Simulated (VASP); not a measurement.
Input of a VASP 6.6.1 run:

The input INCAR:

```
PREC = Accurate
ENCUT = 520
EDIFF = 1E-6
ISMEAR = -1
SIGMA = 0.1
LREAL = False
LASPH = True
NELM = 60
ALGO = Normal
ISIF = 2
LWAVE = False
LCHARG = True
GGA = RE
LELF = True
LVHAR = True
NBANDS = 8
```

File KPOINTS:

```
regular mesh
0
Gamma
  16 16 16
```

POSCAR

```
P
1.0
   -1.5516337818      1.5516337818      1.5516337818
    1.5516337818     -1.5516337818      1.5516337818
    1.5516337818      1.5516337818     -1.5516337818
P
1
Direct
    0.0000000000      0.0000000000      0.0000000000
```

Potentials or basis: VASP PAW PBE potentials, release 64 (P).

Launch:

```bash
$ cat potpaw_PBE.64/P/POTCAR > POTCAR
$ mpirun -np 1 vasp_std > vasp.out
```

Task: What does it give for the pressure?

Result: -3.8 GPa.

Caveat: the PAW data sets were made with another functional, which shifts forces and pressure a little.
